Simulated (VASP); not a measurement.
# K (Im-3m) in VASP: notebook

The runs below take K through single point, with PBEsol.

Program: VASP 6.6.1. These are calculated values, not measurements. Logs are shortened: lines on timing, memory, paths and dates and some standing lists are left out, and cuts for length are marked.

**1. The cell of the first run**

It takes space group Im-3m (No. 229, cubic). The conventional cell has a = 4.768 Å, b = 4.768 Å, c = 4.768 Å, α = 90.00°, β = 90.00°, γ = 90.00°. Within 5.4 Å of K (site symmetry m-3m) lie 14 K at 4.13 to 4.77 Å.

**2. Single point, PBEsol (54.21 Å³/atom)**

Contents of INCAR:

```
SYSTEM = K
  PREC = Accurate
  ENCUT = 520
  EDIFF = 1E-6
  ISMEAR = -1
  SIGMA = 0.05
  LREAL = .FALSE.
  LASPH = .TRUE.
  NELM = 100
  ALGO = Normal
  ISIF = 2
  LWAVE = .FALSE.
  LCHARG = .FALSE.
  GGA = PS
  NBANDS = 10
```

Contents of KPOINTS:

```
Automatic mesh
0
G
  12 12 12
  0 0 0
```

Contents of POSCAR:

```
K
1.0
   -2.3841179327      2.3841179327      2.3841179327
    2.3841179327     -2.3841179327      2.3841179327
    2.3841179327      2.3841179327     -2.3841179327
K
1
Direct
    0.0000000000      0.0000000000      0.0000000000
```

Potentials or basis: VASP PAW PBE potentials, release 64 (K_sv).

Launch:

```
> cat potpaw_PBE.64/K_sv/POTCAR > POTCAR
> mpirun -np 1 vasp_std > vasp.out
```

OUTCAR:

```text
SYSTEM = K
   PREC = Accurate
   ENCUT = 520
   EDIFF = 1E-6
   ISMEAR = -1
   LREAL = .FALSE.
   LASPH = .TRUE.
   NELM = 100
   ISIF = 2
   GGA = PS

 ion  position               nearest neighbor table
   1  0.000  0.000  0.000-

  LATTYP: Found a body centered cubic cell.
 ALAT       =     4.7682358654

  Lattice vectors:

 A1 = (  -2.3841179327,   2.3841179327,   2.3841179327)
 A2 = (   2.3841179327,  -2.3841179327,   2.3841179327)
 A3 = (   2.3841179327,   2.3841179327,  -2.3841179327)

Analysis of symmetry for initial positions (statically):
=====================================================================
 Subroutine PRICEL returns:
 Original cell was already a primitive cell.

 Routine SETGRP: Setting up the symmetry group for a
 body centered cubic supercell.

 Subroutine GETGRP returns: Found 48 space group operations
 (whereof 48 operations were pure point group operations)
 out of a pool of 48 trial point group operations.

The static configuration has the point symmetry O_h .

Analysis of symmetry for dynamics (positions and initial velocities):
=====================================================================
 Subroutine PRICEL returns:
 Original cell was already a primitive cell.

 Routine SETGRP: Setting up the symmetry group for a
 body centered cubic supercell.

 Subroutine GETGRP returns: Found 48 space group operations
 (whereof 48 operations were pure point group operations)
 out of a pool of 48 trial point group operations.

The dynamic configuration has the point symmetry O_h .

 Subroutine INISYM returns: Found 48 space group operations
 (whereof 48 operations are pure point group operations),
 and found     1 'primitive' translations

----------------------------------------------------------------------------------------

                                     Primitive cell

  volume of cell :      54.2055

  direct lattice vectors                    reciprocal lattice vectors
    -2.384117933  2.384117933  2.384117933     0.000000000  0.209721169  0.209721169
     2.384117933 -2.384117933  2.384117933     0.209721169  0.000000000  0.209721169
     2.384117933  2.384117933 -2.384117933     0.209721169  0.209721169  0.000000000

  length of vectors
     4.129413391  4.129413391  4.129413391     0.296590522  0.296590522  0.296590522

  position of ions in fractional coordinates (direct lattice)
     0.000000000  0.000000000  0.000000000

  ion indices of the primitive-cell ions
   primitive index   ion index
                 1           1

----------------------------------------------------------------------------------------

 KPOINTS: Automatic mesh

Automatic generation of k-mesh.
 Grid dimensions read from file:
 generate k-points for:   12   12   12

 Generating k-lattice:

  Cartesian coordinates                     Fractional coordinates (reciprocal lattice)
     0.000000000  0.017476764  0.017476764     0.083333333  0.000000000  0.000000000
     0.017476764  0.000000000  0.017476764     0.000000000  0.083333333  0.000000000
     0.017476764  0.017476764  0.000000000     0.000000000  0.000000000  0.083333333

  Length of vectors
     0.024715877  0.024715877  0.024715877

  Shift w.r.t. Gamma in fractional coordinates (k-lattice)
     0.000000000  0.000000000  0.000000000

 Subroutine IBZKPT returns following result:
 ===========================================

 Found     72 irreducible k-points:

 Following reciprocal coordinates:
            Coordinates               Weight
  0.000000  0.000000  0.000000      1.000000
  0.083333  0.000000  0.000000     12.000000
  0.166667  0.000000  0.000000     12.000000
  0.250000  0.000000  0.000000     12.000000
  0.333333  0.000000  0.000000     12.000000
  0.416667  0.000000  0.000000     12.000000
[... 16 lines left out ...]
  0.333333  0.083333  0.083333     24.000000
  0.416667  0.083333  0.083333     12.000000
 [... further k-points ...]
   k-points           NKPTS =     72   k-points in BZ     NKDIM =     72   number of bands    NBANDS=     10
   number of dos      NEDOS =    301   number of ions     NIONS =      1
   total plane-waves  NPLWV =  32768
   dimension x,y,z NGX =    32 NGY =   32 NGZ =   32
   dimension x,y,z NGXF=    64 NGYF=   64 NGZF=   64
   ions per type =               1
   NGX,Y,Z   is equivalent  to a cutoff of  12.88, 12.88, 12.88 a.u.
   NGXF,Y,Z  is equivalent  to a cutoff of  25.77, 25.77, 25.77 a.u.
 SYSTEM =  K
   PREC   = accura    normal or accurate (medium, high low for compatibility)
   ISTART =      0    job   : 0-new  1-cont  2-samecut
   ICHARG =      2    charge: 1-file 2-atom 10-const
   ISPIN  =      1    spin polarized calculation?
   LNONCOLLINEAR =      F non collinear calculations
   LSORBIT =      F    spin-orbit coupling
   LASPH  =      T    aspherical Exc in radial PAW
   ENCUT  =  520.0 eV  38.22 Ry    6.18 a.u.   7.68  7.68  7.68*2*pi/ulx,y,z
   NELM   =    100;   NELMIN=  2; NELMDL= -5     # of ELM steps
   EDIFF  = 0.1E-05   stopping-criterion for ELM
   LREAL  =      F    real-space projection
   EDIFFG = 0.1E-04   stopping-criterion for IOM
   NSW    =      0    number of steps for IOM
   IBRION =     -1    ionic relax: 0-MD 1-quasi-New 2-CG
   NFREE  =      0    steps in history (QN), initial steepest desc. (CG)
   ISIF   =      2    stress and relaxation
   ISYM   =      2    0-nonsym 1-usesym 2-fastsym
   POTIM  = 0.5000    time-step for ionic-motion
   TEBEG  =    0.0;   TEEND  =   0.0 temperature during run
   PSTRESS=    0.0 pullay stress
   NELECT =       9.0000    total number of electrons
   NUPDOWN=      -1.0000    fix difference up-down
   EMIN   =  10.00;   EMAX   =-10.00  energy-range for DOS
   EFERMI =   0.00;   METHOD = LEGACY
   ISMEAR =    -1;   SIGMA  =   0.05  broadening in eV -4-tet -1-fermi 0-gaus
   EFERMI_NEDOS =   21; number of points for ismear=-14 and -15
   IALGO  =     38    algorithm
   IMIX   =      4    mixing-type and parameters
     AMIX     =   0.40;   BMIX     =  1.00
     AMIX_MAG =   1.60;   BMIX_MAG =  1.00
  volume/ion in A,a.u.               =      54.21       365.80
  Fermi-wavevector in a.u.,A,eV,Ry     =   0.899790  1.700357 11.015582  0.809622
  Thomas-Fermi vector in A             =   2.022668
   LORBIT       =      0    0 simple, 1 ext, 2 COOP (PROOUT), +10 PAW based schemes
   GGA     = PS    functional components
   LHFCALC =     F    Hartree Fock is set to
   AEXX    =    0.0000 exact exchange contribution
   IVDW    =     0    specifies the selected vdW correction
   LEPSILON=     F    determine dielectric tensor
   LRPA    =     F    only Hartree local field effects (RPA)
 non-spin polarized calculation
  energy-cutoff  :      520.00
  volume of cell :       54.21
 maximum number of plane-waves:      1484
   NGX = 15   NGY = 15   NGZ = 15

 number of electron       9.0000000 magnetization

 Free energy of the ion-electron system (eV)
  ---------------------------------------------------
  ext. energy  EPLUGINS =         0.00000000
  ---------------------------------------------------
  free energy    TOTEN  =        -1.06548067 eV

  energy without entropy =       -1.05866500  energy(sigma->0) =       -1.06207284

 E-fermi :   0.5979     XC(G=0):  -6.5200

 val. band max:        0.5840084858   @ k =   0.2500   0.2500   0.0000
 cond. band min:       0.6482986888   @ k =   0.3333   0.1667   0.0000
 fundamental gap:      0.0642902031
 Fermi energy:         0.5978598117

 k-point     1 :       0.0000    0.0000    0.0000
  band No.  band energies     occupation
      1     -31.2573      2.00000
      2     -14.7247      2.00000
      3     -14.7247      2.00000
      4     -14.7247      2.00000
      5      -2.0188      2.00000
      6       5.1518      0.00000
      7       5.1518      0.00000
      8       5.1518      0.00000
      9       6.2958      0.00000
     10       6.2958      0.00000

 k-point     2 :       0.0833    0.0000    0.0000
  band No.  band energies     occupation
      1     -31.2562      2.00000
      2     -14.7382      2.00000
      3     -14.7288      2.00000
      4     -14.7247      2.00000
      5      -1.9064      2.00000
      6       5.0183      0.00000
      7       5.0186      0.00000
      8       5.2516      0.00000
      9       6.1084      0.00000
     10       6.2743      0.00000

 k-point     3 :       0.1667    0.0000    0.0000
  band No.  band energies     occupation
      1     -31.2530      2.00000
      2     -14.7746      2.00000
      3     -14.7401      2.00000
      4     -14.7249      2.00000
      5      -1.5777      2.00000
      6       4.4861      0.00000
      7       4.7038      0.00000
      8       5.5474      0.00000
      9       5.9978      0.00000
     10       6.2472      0.00000

 k-point     4 :       0.2500    0.0000    0.0000
  band No.  band energies     occupation
      1     -31.2487      2.00000
      2     -14.8236      2.00000
      3     -14.7555      2.00000
      4     -14.7252      2.00000
      5      -1.0575      2.00000
      6       3.7113      0.00000
      7       4.3524      0.00000
      8       6.0286      0.00000
      9       6.1016      0.00000
     10       6.2842      0.00000
[... 222 lines left out ...]
 k-point    22 :       0.2500    0.0833    0.0833
  band No.  band energies     occupation
      1     -31.2436      2.00000
      2     -14.8729      2.00000
      3     -14.7718      2.00000
      4     -14.7368      2.00000
      5      -0.1926      2.00000
      6       2.9278      0.00000
      7       3.6576      0.00000
      8       6.3305      0.00000
      9       6.6260      0.00000
     10       6.6630      0.00000

 k-point    23 :       0.3333    0.0833    0.0833
  band No.  band energies     occupation
      1     -31.2408      2.00000
      2     -14.8968      2.00000
      3     -14.7882      2.00000
      4     -14.7377      2.00000
      5       0.5638      1.32841
      6       2.1950      0.00000
      7       3.4901      0.00000
      8       6.2231      0.00000
      9       6.8310      0.00000
     10       7.1265      0.00000

 k-point    24 :       0.4167    0.0833    0.0833
  band No.  band energies     occupation
      1     -31.2398      2.00000
      2     -14.9052      2.00000
      3     -14.7945      2.00000
      4     -14.7380      2.00000
      5       1.2011      0.00001
      6       1.5787      0.00000
      7       3.4337      0.00000
      8       6.1216      0.00000
      9       6.9522      0.00000
     10       7.3631      0.00000

 [... further k-points ...]

------------------------ aborting loop because EDIFF is reached ----------------------------------------

  FORCE on cell =-STRESS in cart. coord.  units (eV):
  Direction    XX          YY          ZZ          XY          YZ          ZX
  --------------------------------------------------------------------------------------
  -------------------------------------------------------------------------------------
  Total        0.5552642      0.5552642      0.5552642     -0.0000000      0.0000000     -0.0000000
  in kB       16.4122103     16.4122103     16.4122103     -0.0000000      0.0000000     -0.0000000
  external PRESSURE =      16.4122103 kB  Pullay stress =       0.0000000 kB

 VOLUME and BASIS-vectors are now :
 -----------------------------------------------------------------------------
  energy-cutoff  :      520.00
  volume of cell :       54.21
      direct lattice vectors                 reciprocal lattice vectors
    -2.384117933  2.384117933  2.384117933     0.000000000  0.209721169  0.209721169
     2.384117933 -2.384117933  2.384117933     0.209721169  0.000000000  0.209721169
     2.384117933  2.384117933 -2.384117933     0.209721169  0.209721169  0.000000000

 POSITION                                       TOTAL-FORCE (eV/Angst)
 -----------------------------------------------------------------------------------
      0.00000      0.00000      0.00000         0.000000      0.000000      0.000000
 -----------------------------------------------------------------------------------
    total drift:                                0.000000      0.000000     -0.000000

  FREE ENERGIE OF THE ION-ELECTRON SYSTEM (eV)
  ---------------------------------------------------
  free  energy   TOTEN  =        -1.0654806669 eV

  energy  without entropy=       -1.0586650044  energy(sigma->0) =       -1.06207284
```

It took 30 s on 1 thread of Intel Xeon 8259CL, shared host; peak memory 0.19 GiB.

Results:

* Free energy: -1.0655 eV
* Pressure: 1.6 GPa
* Band gap on the k mesh: zero (an odd number of electrons rules out a gap without spin polarisation)

Levels at points of the mesh, in eV from the Fermi level:
| k point | band 1 | band 2 | band 3 | band 4 | band 5 | band 6 | band 7 | band 8 | band 9 |
| --- | --- | --- | --- | --- | --- | --- | --- | --- | --- |
| (0.00, 0.00, 0.00) | -31.86 | -15.32 | -15.32 | -15.32 | -2.62 | 4.55 | 4.55 | 4.55 | 5.70 |
| (0.50, 0.00, 0.00) | -31.84 | -15.52 | -15.38 | -15.32 | 0.38 | 0.92 | 3.20 | 5.52 | 6.33 |
| (0.50, 0.50, 0.50) | -31.83 | -15.46 | -15.46 | -15.46 | 1.44 | 1.44 | 4.41 | 4.41 | 4.41 |

Caveat: the PAW data sets were made with another functional, which shifts forces and pressure a little.

**3. Single point, PBEsol (59.91 Å³/atom)**

This run uses another cell than the first one, of 59.91 Å³/atom.

Contents of INCAR:

```
  ALGO = Normal
  EDIFF = 1E-6
  ENCUT = 520
  GGA = PS
  ISIF = 2
  ISMEAR = -1
  LASPH = True
  LCHARG = False
  LREAL = False
  LWAVE = False
  NBANDS = 10
  NELM = 80
  PREC = Accurate
  SIGMA = 0.05
```

Contents of KPOINTS:

```
k-points
0
Gamma
  12 12 12
```

Contents of POSCAR:

```
K
1.0
   -2.4649964547      2.4649964547      2.4649964547
    2.4649964547     -2.4649964547      2.4649964547
    2.4649964547      2.4649964547     -2.4649964547
K
1
Direct
    0.0000000000      0.0000000000      0.0000000000
```

Potentials or basis: VASP PAW PBE potentials, release 64 (K_sv).

Launch:

```
> cat potpaw_PBE.64/K_sv/POTCAR > POTCAR
> mpirun -np 1 vasp_std > vasp.out
```

OUTCAR:

```text
EDIFF = 1E-6
   ENCUT = 520
   GGA = PS
   ISIF = 2
   ISMEAR = -1
   LASPH = True
   LREAL = False
   NELM = 80
   PREC = Accurate

 ion  position               nearest neighbor table
   1  0.000  0.000  0.000-

  LATTYP: Found a body centered cubic cell.
 ALAT       =     4.9299929094

  Lattice vectors:

 A1 = (  -2.4649964547,   2.4649964547,   2.4649964547)
 A2 = (   2.4649964547,  -2.4649964547,   2.4649964547)
 A3 = (   2.4649964547,   2.4649964547,  -2.4649964547)

Analysis of symmetry for initial positions (statically):
=====================================================================
 Subroutine PRICEL returns:
 Original cell was already a primitive cell.

 Routine SETGRP: Setting up the symmetry group for a
 body centered cubic supercell.

 Subroutine GETGRP returns: Found 48 space group operations
 (whereof 48 operations were pure point group operations)
 out of a pool of 48 trial point group operations.

The static configuration has the point symmetry O_h .

Analysis of symmetry for dynamics (positions and initial velocities):
[... 161 lines left out ...]
 Fermi energy:         0.3111410501

 k-point     1 :       0.0000    0.0000    0.0000
  band No.  band energies     occupation
      1     -31.5657      2.00000
      2     -15.0530      2.00000
      3     -15.0530      2.00000
      4     -15.0530      2.00000
      5      -2.1432      2.00000
      6       4.7988      0.00000
      7       4.7988      0.00000
      8       4.7988      0.00000
      9       5.8623      0.00000
     10       5.8623      0.00000
[... 287 lines left out ...]
 k-point    24 :       0.4167    0.0833    0.0833
  band No.  band energies     occupation
      1     -31.5545      2.00000
      2     -15.1829      2.00000
      3     -15.1039      2.00000
      4     -15.0623      2.00000
      5       0.9378      0.00001
      6       1.2150      0.00000
      7       3.1482      0.00000
      8       5.5556      0.00000
      9       6.4807      0.00000
     10       6.6894      0.00000

 [... further k-points ...]

------------------------ aborting loop because EDIFF is reached ----------------------------------------

  FORCE on cell =-STRESS in cart. coord.  units (eV):
  Direction    XX          YY          ZZ          XY          YZ          ZX
  --------------------------------------------------------------------------------------
  -------------------------------------------------------------------------------------
  Total        0.3174435      0.3174435      0.3174435      0.0000000     -0.0000000      0.0000000
  in kB        8.4892257      8.4892257      8.4892257      0.0000000     -0.0000000      0.0000000
  external PRESSURE =       8.4892257 kB  Pullay stress =       0.0000000 kB

 VOLUME and BASIS-vectors are now :
 -----------------------------------------------------------------------------
  energy-cutoff  :      520.00
  volume of cell :       59.91
      direct lattice vectors                 reciprocal lattice vectors
    -2.464996455  2.464996455  2.464996455     0.000000000  0.202840048  0.202840048
     2.464996455 -2.464996455  2.464996455     0.202840048  0.000000000  0.202840048
     2.464996455  2.464996455 -2.464996455     0.202840048  0.202840048  0.000000000

 POSITION                                       TOTAL-FORCE (eV/Angst)
 -----------------------------------------------------------------------------------
      0.00000      0.00000      0.00000        -0.000000     -0.000000      0.000000
 -----------------------------------------------------------------------------------
    total drift:                                0.000000      0.000000     -0.000000

  FREE ENERGIE OF THE ION-ELECTRON SYSTEM (eV)
  ---------------------------------------------------
  free  energy   TOTEN  =        -1.1095177629 eV

  energy  without entropy=       -1.1025793244  energy(sigma->0) =       -1.10604854
```

Wall time 33 s (1 thread of Intel Xeon 8259CL, shared host); peak memory 0.19 GiB.

What came out:

```yaml
Free_energy: -1.1095 eV
Pressure: 0.8 GPa
Band_gap_on_the_k_mesh: zero (an odd number of electrons rules out a gap without spin polarisation)
```

Caveat: the PAW data sets were made with another functional, which shifts forces and pressure a little.

**4. Single point, PBEsol (65.62 Å³/atom)**

This run uses another cell than the first one, of 65.62 Å³/atom.

Contents of INCAR:

```
  PREC = Accurate
  ENCUT = 520
  EDIFF = 1E-6
  ISMEAR = -1
  SIGMA = 0.05
  LREAL = False
  LASPH = True
  NELM = 80
  ALGO = Normal
  ISIF = 2
  LWAVE = False
  LCHARG = False
  GGA = PS
  NBANDS = 10
```

Contents of KPOINTS:

```
Automatic mesh
0
Gamma
  12 12 12
```

Contents of POSCAR:

```
K
1.0
   -2.5408897001      2.5408897001      2.5408897001
    2.5408897001     -2.5408897001      2.5408897001
    2.5408897001      2.5408897001     -2.5408897001
K
1
Direct
    0.0000000000      0.0000000000      0.0000000000
```

Launch:

```
> cat potpaw_PBE.64/K_sv/POTCAR > POTCAR
> mpirun -np 1 vasp_std > vasp.out
```

It took 54 s on 1 thread of Intel Xeon 8259CL, shared host; peak memory 0.22 GiB.

Results (log left out):

```yaml
Free_energy: -1.1304 eV
Pressure: 0.3 GPa
Band_gap_on_the_k_mesh: zero (an odd number of electrons rules out a gap without spin polarisation)
```

Levels at points of the mesh, in eV from the Fermi level:
| k point | band 2 | band 3 | band 4 | band 5 | band 6 | band 7 |
| --- | --- | --- | --- | --- | --- | --- |
| (0.00, 0.00, 0.00) | -15.41 | -15.41 | -15.41 | -2.31 | 4.41 | 4.41 |
| (0.50, 0.00, 0.00) | -15.52 | -15.45 | -15.41 | 0.44 | 0.76 | 3.21 |
| (0.50, 0.50, 0.50) | -15.49 | -15.49 | -15.49 | 1.62 | 1.62 | 3.80 |

Caveat: the PAW data sets were made with another functional, which shifts forces and pressure a little.

**5. The runs side by side**

| cell | gap on the mesh (eV) | pressure (GPa) |
| --- | --- | --- |
| a = 4.129 Å, angles 109.5°, 1 atom | none | 1.6 |
| a = 4.269 Å, angles 109.5°, 1 atom | none | 0.8 |
| a = 4.401 Å, angles 109.5°, 1 atom | none | 0.3 |

Alike in all rows: task single point; level PBEsol; potentials or basis VASP PAW PBE potentials, release 64 (K_sv); no spin polarisation; k mesh 12 × 12 × 12; cutoff (eV) 520; smearing fermi-dirac 0.05 eV.

Caveats: the PAW data sets were made with another functional, which shifts forces and pressure a little.

Absolute energies hang on the potentials; compare differences alone.
